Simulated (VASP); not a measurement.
# SiGe (P6_3mc) in VASP: further runs, part 2 of 2

VASP 6.6.1. Earlier steps stand in the parts before.

### 7 Single point, PBEsol

This run uses another cell than the first one, of the same volume but with other edges.

File INCAR:

```
SYSTEM = SiGe
  ALGO = Normal
  EDIFF = 1E-6
  ENCUT = 520
  GGA = PS
  ISIF = 2
  ISMEAR = 0
  LASPH = .TRUE.
  LCHARG = .FALSE.
  LREAL = .FALSE.
  LWAVE = .FALSE.
  NBANDS = 26
  NELM = 60
  PREC = Accurate
  SIGMA = 0.03
```

File KPOINTS:

```
k-points
0
G
  12 12 6
  0 0 0
```

File POSCAR:

```
SiGe
1.0
    3.5739621851      0.0000000000      0.0000000000
   -1.7869810926      3.0951420444      0.0000000000
    0.0000000000      0.0000000000      7.6749727195
Si Ge
2 2
Direct
    0.6666666667      0.3333333333      0.8745463420
    0.3333333333      0.6666666667      0.3745463420
    0.6666666667      0.3333333333      0.5004526580
    0.3333333333      0.6666666667      0.0004526580
```

Potentials or basis: VASP PAW PBE potentials, release 64 (Si, Ge_d).

Command:

```
$ cat potpaw_PBE.64/Si/POTCAR potpaw_PBE.64/Ge_d/POTCAR > POTCAR
$ mpirun -np 1 vasp_std > vasp.out
```

OUTCAR:

```text
SYSTEM = SiGe
   EDIFF = 1E-6
   ENCUT = 520
   GGA = PS
   ISIF = 2
   ISMEAR = 0
   LASPH = .TRUE.
   LREAL = .FALSE.
   NELM = 60
   PREC = Accurate

 ion  position               nearest neighbor table
   1  0.667  0.333  0.875-   4 2.28   4 2.28   4 2.28   3 2.87
   2  0.333  0.667  0.375-   3 2.28   3 2.28   3 2.28   4 2.87
   3  0.667  0.333  0.500-   2 2.28   2 2.28   2 2.28   1 2.87
   4  0.333  0.667  0.000-   1 2.28   1 2.28   1 2.28   2 2.87

  LATTYP: Found a hexagonal cell.
[... 890 lines left out ...]
     25      12.0454      0.00000
     26      13.0844      0.00000

 [... further k-points ...]
[... 5 lines left out ...]
  --------------------------------------------------------------------------------------
  -------------------------------------------------------------------------------------
  Total        9.1668761      9.1668761     -7.1515799     -0.0000000      0.0000000      0.0000000
  in kB      172.9914217    172.9914217   -134.9600403     -0.0000000      0.0000000      0.0000000
  external PRESSURE =      70.3409344 kB  Pullay stress =       0.0000000 kB

 VOLUME and BASIS-vectors are now :
 -----------------------------------------------------------------------------
  energy-cutoff  :      520.00
  volume of cell :       84.90
      direct lattice vectors                 reciprocal lattice vectors
     3.573962185  0.000000000  0.000000000     0.279801506  0.161543475  0.000000000
    -1.786981093  3.095142044  0.000000000     0.000000000  0.323086949  0.000000000
     0.000000000  0.000000000  7.674972720     0.000000000  0.000000000  0.130293623

 POSITION                                       TOTAL-FORCE (eV/Angst)
 -----------------------------------------------------------------------------------
      1.78698      1.03171      6.71212         0.000000      0.000000     -1.161001
     -0.00000      2.06343      2.87463        -0.000000     -0.000000     -1.161001
      1.78698      1.03171      3.84096        -0.000000     -0.000000      1.161001
     -0.00000      2.06343      0.00347         0.000000     -0.000000      1.161001
 -----------------------------------------------------------------------------------
    total drift:                               -0.000000     -0.000000     -0.000883

  FREE ENERGIE OF THE ION-ELECTRON SYSTEM (eV)
  ---------------------------------------------------
  free  energy   TOTEN  =       -19.4613251573 eV

  energy  without entropy=      -19.4605297948  energy(sigma->0) =      -19.46092748
```

OSZICAR:

```text
N       E                     dE             d eps       ncg     rms          rms(c)
DAV:   1     0.262422791378E+03    0.26242E+03   -0.17620E+04  4652   0.298E+03
DAV:   2     0.226039220882E+02   -0.23982E+03   -0.23129E+03  3976   0.620E+02
DAV:   3    -0.184247792827E+02   -0.41029E+02   -0.40395E+02  4720   0.154E+02
DAV:   4    -0.201047764034E+02   -0.16800E+01   -0.16761E+01  4718   0.348E+01
DAV:   5    -0.201405321650E+02   -0.35756E-01   -0.35742E-01  4848   0.556E+00    0.632E+00
DAV:   6    -0.196241135253E+02    0.51642E+00   -0.35027E-01  4898   0.349E+00    0.356E+00
DAV:   7    -0.194600791584E+02    0.16403E+00   -0.56516E-01  5112   0.447E+00    0.460E-01
DAV:   8    -0.194647899881E+02   -0.47108E-02   -0.11938E-01  4314   0.222E+00    0.420E-01
DAV:   9    -0.194611512679E+02    0.36387E-02   -0.97801E-03  4700   0.823E-01    0.175E-01
DAV:  10    -0.194613336630E+02   -0.18240E-03   -0.17416E-03  4934   0.384E-01    0.453E-02
DAV:  11    -0.194613344500E+02   -0.78700E-06   -0.87973E-05  5208   0.108E-01    0.222E-02
DAV:  12    -0.194613253984E+02    0.90516E-05   -0.43079E-05  4876   0.608E-02    0.122E-02
DAV:  13    -0.194613251573E+02    0.24110E-06   -0.61701E-06  3768   0.207E-02
   1 F= -.19461325E+02 E0= -.19460927E+02  d E =-.795363E-03
```

It took 2.6 min on 1 thread of Intel Xeon Platinum 8259CL at 2.50GHz (Skylake/Cascade Lake), shared host; peak memory 0.28 GiB.

Results:

```
Free energy            : -19.4613 eV
Pressure               : 7.0 GPa
Largest force          : 1.161 eV/Å
Band gap on the k mesh : zero (band 18 reaches 5.95 eV, above the bottom of band 19 at 4.51 eV)
```

Forces on the atoms (eV/Å):
```
Si   0.000  0.000 -1.161
Si   0.000  0.000 -1.161
Ge   0.000  0.000  1.161
Ge   0.000  0.000  1.161
```

Levels at points of the mesh, in eV from the Fermi level:
| k point | band 14 | band 15 | band 16 | band 17 | band 18 | band 19 | band 20 | band 21 | band 22 | band 23 |
| --- | --- | --- | --- | --- | --- | --- | --- | --- | --- | --- |
| (0.00, 0.00, 0.00) | -1.78 | -0.94 | 0.17 | 0.17 | 0.73 | 0.73 | 3.58 | 3.87 | 3.87 | 4.50 |
| (0.50, 0.00, 0.00) | -7.01 | -3.91 | -2.28 | -1.95 | -1.34 | 0.78 | 1.75 | 2.60 | 2.73 | 2.99 |
| (0.00, 0.00, 0.50) | -5.17 | 0.42 | 0.42 | 0.42 | 0.42 | 3.38 | 3.38 | 4.22 | 4.22 | 4.34 |
| (0.50, 0.00, 0.50) | -7.48 | -2.68 | -2.68 | -1.68 | -1.68 | 0.17 | 0.17 | 2.30 | 2.30 | 6.15 |

Caveat: the PAW data sets were made with another functional, which shifts forces and pressure a little.

### 8 The runs side by side

```tsv
cell	gap on the mesh (eV)	pressure (GPa)	largest force (eV/Å)
a = 4.118, b = 4.118, c = 5.782 Å, angles 90.0, 90.0, 120.0°, 4 atoms	none	4.2	2.71
a = 3.671, b = 3.671, c = 7.276 Å, angles 90.0, 90.0, 120.0°, 4 atoms	none	3.7	0.98
a = 4.011, b = 4.011, c = 6.095 Å, angles 90.0, 90.0, 120.0°, 4 atoms	none	1.0	1.09
a = 3.954, b = 3.954, c = 6.270 Å, angles 90.0, 90.0, 120.0°, 4 atoms	none	0.2	0.46
a = 4.202, b = 4.202, c = 5.553 Å, angles 90.0, 90.0, 120.0°, 4 atoms	none	7.9	4.46
a = 3.574, b = 3.574, c = 7.675 Å, angles 90.0, 90.0, 120.0°, 4 atoms	none	7.0	1.16
```

Alike in all rows: task single point; level PBEsol; potentials or basis VASP PAW PBE potentials, release 64 (Si, Ge_d); no spin polarisation; k mesh 12 × 12 × 6; cutoff (eV) 520; smearing gaussian 0.03 eV.

Caveats: the PAW data sets were made with another functional, which shifts forces and pressure a little.

Total energies depend on the potentials used, so only differences within one code and one set of settings carry meaning.
